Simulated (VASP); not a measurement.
Here is a VASP 6.6.1 calculation.

Contents of INCAR:

```
ALGO = Normal
EDIFF = 1E-8
ENCUT = 520
GGA = CA
ISIF = 2
ISMEAR = -1
LASPH = T
LCHARG = F
LEFG = T
LREAL = F
LWAVE = F
NBANDS = 18
NELM = 60
PREC = Accurate
SIGMA = 0.05
```

File KPOINTS:

```
k-points
0
Gamma
  8 8 8
```

Contents of POSCAR:

```
SrTl
1.0
    4.0320000000      0.0000000000      0.0000000000
    0.0000000000      4.0320000000      0.0000000000
    0.0000000000      0.0000000000      4.0320000000
Sr Tl
1 1
Direct
    0.0000000000      0.0000000000      0.0000000000
    0.5000000000      0.5000000000      0.5000000000
```

Potentials or basis: VASP PAW LDA potentials, release 64 (Sr_sv, Tl_d).

The run is started by

```bash
$ cat potpaw_LDA.64/Sr_sv/POTCAR potpaw_LDA.64/Tl_d/POTCAR > POTCAR
$ mpirun -np 1 vasp_std > vasp.out
```

Q: Estimate the band gap on the k mesh.

A: Zero (an odd number of electrons rules out a gap without spin polarisation).

Q: Estimate the pressure.

A: -1.8 GPa.

Caveat: spin-orbit coupling is left out, which moves the levels of the heavy elements.
